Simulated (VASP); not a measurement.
# CaInO6 (Fm-3m) in VASP: notebook, part 2 of 2

VASP 6.6.1. The steps go on from the part before.

## (3) Single point, PBE, collinear spin, ferromagnetic start

This run uses another cell than the first one, of 22.35 Å³/atom, 1.165 times its volume.

File INCAR:

```
SYSTEM = CaInO6
ALGO = Normal
EDIFF = 1E-6
ENCUT = 520
GGA = PE
ISIF = 2
ISMEAR = 0
ISPIN = 2
LASPH = .TRUE.
LCHARG = .TRUE.
LELF = .TRUE.
LORBIT = 11
LREAL = .FALSE.
LVHAR = .TRUE.
LWAVE = .FALSE.
MAGMOM = 0 0 1 1 1 1 1 1
NBANDS = 44
NELM = 150
PREC = Accurate
SIGMA = 0.1
```

File KPOINTS:

```
k-points
0
G
  4 4 4
  0 0 0
```

File POSCAR:

```
CaInO6
1.0
    0.0000000000      4.4716575735      4.4716575735
    4.4716575735      0.0000000000      4.4716575735
    4.4716575735      4.4716575735      0.0000000000
Ca In O
1 1 6
Direct
    0.0000000000      0.0000000000      0.0000000000
    0.5000000000      0.5000000000      0.5000000000
    0.7412995339      0.2587004661      0.2587004661
    0.2587004661      0.7412995339      0.7412995339
    0.2587004661      0.7412995339      0.2587004661
    0.7412995339      0.2587004661      0.7412995339
    0.2587004661      0.2587004661      0.7412995339
    0.7412995339      0.7412995339      0.2587004661
```

Potentials or basis: VASP PAW PBE potentials, release 64 (Ca_sv, In_d, O).

Started as:

```
> cat potpaw_PBE.64/Ca_sv/POTCAR potpaw_PBE.64/In_d/POTCAR potpaw_PBE.64/O/POTCAR > POTCAR
> mpirun -np 1 vasp_std > vasp.out
```

OUTCAR:

```text
SYSTEM = CaInO6
   EDIFF = 1E-6
   ENCUT = 520
   GGA = PE
   ISIF = 2
   ISMEAR = 0
   ISPIN = 2
   LASPH = .TRUE.
   LORBIT = 11
   LREAL = .FALSE.
   NELM = 150
   PREC = Accurate

 ion  position               nearest neighbor table
   1  0.000  0.000  0.000-   3 2.31   4 2.31   5 2.31   6 2.31   7 2.31   8 2.31
   2  0.500  0.500  0.500-   3 2.16   4 2.16   5 2.16   6 2.16   7 2.16   8 2.16
   3  0.741  0.259  0.259-   2 2.16   1 2.31
   4  0.259  0.741  0.741-   2 2.16   1 2.31
   5  0.259  0.741  0.259-   2 2.16   1 2.31
   6  0.741  0.259  0.741-   2 2.16   1 2.31
   7  0.259  0.259  0.741-   2 2.16   1 2.31
   8  0.741  0.741  0.259-   2 2.16   1 2.31

  LATTYP: Found a face centered cubic cell.
 ALAT       =     8.9433151470

  Lattice vectors:

 A1 = (   0.0000000000,   4.4716575735,   4.4716575735)
 A2 = (   4.4716575735,   0.0000000000,   4.4716575735)
 A3 = (   4.4716575735,   4.4716575735,   0.0000000000)

[... 906 lines left out ...]
  Total        0.3682392      0.3682392      0.3682392      0.0000000      0.0000000     -0.0000000
  in kB        3.2991723      3.2991723      3.2991723      0.0000000      0.0000000     -0.0000000
  external PRESSURE =       3.2991723 kB  Pullay stress =       0.0000000 kB

 VOLUME and BASIS-vectors are now :
 -----------------------------------------------------------------------------
  energy-cutoff  :      520.00
  volume of cell :      178.83
      direct lattice vectors                 reciprocal lattice vectors
     0.000000000  4.471657573  4.471657573    -0.111815360  0.111815360  0.111815360
     4.471657573  0.000000000  4.471657573     0.111815360 -0.111815360  0.111815360
     4.471657573  4.471657573  0.000000000     0.111815360  0.111815360 -0.111815360

 POSITION                                       TOTAL-FORCE (eV/Angst)
 -----------------------------------------------------------------------------------
      0.00000      0.00000      0.00000         0.000000      0.000000      0.000000
      4.47166      4.47166      4.47166         0.000000      0.000000      0.000000
      2.31364      4.47166      4.47166        -0.003477      0.000000      0.000000
      6.62968      4.47166      4.47166         0.003477      0.000000      0.000000
      4.47166      2.31364      4.47166         0.000000     -0.003477      0.000000
      4.47166      6.62968      4.47166         0.000000      0.003477      0.000000
      4.47166      4.47166      2.31364         0.000000      0.000000     -0.003477
      4.47166      4.47166      6.62968         0.000000      0.000000      0.003477
 -----------------------------------------------------------------------------------
    total drift:                                0.000000     -0.000000     -0.000000

  FREE ENERGIE OF THE ION-ELECTRON SYSTEM (eV)
  ---------------------------------------------------
  free  energy   TOTEN  =       -34.8209083718 eV

  energy  without entropy=      -34.7756146818  energy(sigma->0) =      -34.79826153

 total charge

# of ion       s       p       d       tot
------------------------------------------
    1        2.032   5.881   0.265   8.178
    2        0.622   0.657  10.084  11.363
    3        1.599   3.162   0.000   4.760
    4        1.599   3.162   0.000   4.760
    5        1.599   3.162   0.000   4.760
    6        1.599   3.162   0.000   4.760
    7        1.599   3.162   0.000   4.760
    8        1.599   3.162   0.000   4.760
--------------------------------------------------
tot         12.247  25.508  10.349  48.104

 magnetization (x)

# of ion       s       p       d       tot
------------------------------------------
    1       -0.004  -0.004  -0.025  -0.033
    2       -0.034  -0.045   0.004  -0.075
    3        0.011   0.939   0.000   0.950
    4        0.011   0.939   0.000   0.950
    5        0.011   0.939   0.000   0.950
    6        0.011   0.939   0.000   0.950
    7        0.011   0.939   0.000   0.950
    8        0.011   0.939   0.000   0.950
--------------------------------------------------
tot          0.029   5.584  -0.022   5.591
```

stdout:

```text
POSCAR found type information on POSCAR CaInO
 POSCAR found :  3 types and       8 ions
 scaLAPACK will be used
 LDA part: xc-table for (Slater+PW92), standard interpolation
 POSCAR, INCAR and KPOINTS ok, starting setup
 FFT: planning ... GRIDC
 FFT: planning ... GRID_SOFT
 FFT: planning ... GRID
 WAVECAR not read
 entering main loop
```

Wall time 2.6 min (1 thread of Intel Xeon Platinum 8259CL at 2.50GHz (Skylake/Cascade Lake), shared host); peak memory 0.45 GiB.

Results:

- Free energy: -34.8209 eV
- Pressure: 0.3 GPa
- Largest force: 0.003 eV/Å
- Band gap on the k mesh: zero (filled and empty bands overlap)
- Net moment: 7.00 μB per cell
- Site moments: Ca -0.03; In -0.07; O +0.95 μB
- Valence electrons inside the program's atomic spheres: Ca 8.18; In 11.36; O 4.76

Forces in eV/Å, atoms in the order of the input:
```
Ca   0.000  0.000  0.000
In   0.000  0.000  0.000
O   -0.003  0.000  0.000
O    0.003  0.000  0.000
O    0.000 -0.003  0.000
O    0.000  0.003  0.000
O    0.000  0.000 -0.003
O    0.000  0.000  0.003
```

Levels at points of the mesh, in eV from the Fermi level:
Spin up:
```csv
k point,band 31,band 32,band 33,band 34,band 35,band 36
"(0.00, 0.00, 0.00)",-1.55,-1.46,-1.46,4.65,7.72,8.06
"(0.50, 0.00, 0.00)",-1.72,-1.02,-1.02,5.79,7.30,7.95
"(0.50, 0.50, 0.00)",-1.73,-1.55,-1.46,5.44,7.65,7.85
```
Spin down:
| k point | band 21 | band 22 | band 23 | band 24 | band 25 | band 26 | band 27 | band 28 | band 29 | band 30 |
| --- | --- | --- | --- | --- | --- | --- | --- | --- | --- | --- |
| (0.00, 0.00, 0.00) | -0.90 | -0.90 | -0.61 | -0.61 | 0.18 | 0.18 | 0.18 | 0.25 | 0.25 | 0.25 |
| (0.50, 0.00, 0.00) | -0.53 | -0.46 | -0.46 | -0.42 | -0.42 | -0.15 | -0.15 | 0.30 | 0.30 | 0.45 |
| (0.50, 0.50, 0.00) | -0.90 | -0.61 | -0.40 | -0.12 | -0.12 | -0.03 | -0.03 | 0.05 | 0.05 | 0.13 |

Caveat: spin-orbit coupling is left out, which moves the levels of the heavy elements.
